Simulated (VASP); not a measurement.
# AgCl: dielectric tensor with PBE

AgCl:

```
Ag Cl
1.0
     0.00000    2.77317    2.77317
     2.77317    0.00000    2.77317
     2.77317    2.77317    0.00000
Ag Cl
1 1
Direct
  0.00000 0.00000 0.00000
  0.50000 0.50000 0.50000
```

```yaml
Program: VASP 6.6.1
Task: dielectric tensor
Functional: PBE
Potentials_or_basis: VASP PAW PBE potentials, release 64 (Ag, Cl)
Cutoff: 520 eV
k_mesh: 6 × 6 × 6
Occupations: gaussian, width 0.01 eV
Spin: no spin polarisation
Dipole_correction: no
Further_INCAR_settings: ALGO = Normal; EDIFF = 1e-08
```

The band gap on the k mesh is 0.91 eV (least direct gap 3.23 eV). The electronic dielectric tensor (diagonal) is 5.10 and the born charges (mean of the diagonal) is Ag +1.45; Cl -1.45 e.

Levels at points of the mesh, in eV from the valence-band top:
```tsv
k point	band 5	band 6	band 7	band 8	band 9	band 10	band 11	band 12	band 13
(0.00, 0.00, 0.00)	-2.40	-2.40	-2.32	-2.32	-2.32	0.91	10.85	10.85	10.85
(0.50, 0.00, 0.00)	-2.07	-2.07	-1.76	0.00	0.00	4.24	6.53	7.67	7.67
(0.50, 0.50, 0.00)	-2.76	-2.21	-1.95	-1.95	-1.87	2.38	8.03	8.63	11.51
```

Electronic dielectric tensor:
```
5.10 0.00 0.00
0.00 5.10 0.00
0.00 0.00 5.10
```

Born effective charge tensors (e):
atom 1, Ag
```
1.45 0.00 0.00
0.00 1.45 0.00
0.00 0.00 1.45
```
atom 2, Cl
```
-1.45  0.00  0.00
 0.00 -1.45  0.00
 0.00  0.00 -1.45
```

Run time: 78 s on 1 thread of Intel(R) Xeon(R) Platinum 8559C (Emerald Rapids), with other jobs on the host, peak memory 0.2 GiB.

A k mesh can miss the band edges. As with any semilocal functional, this PBE gap is likely too small.
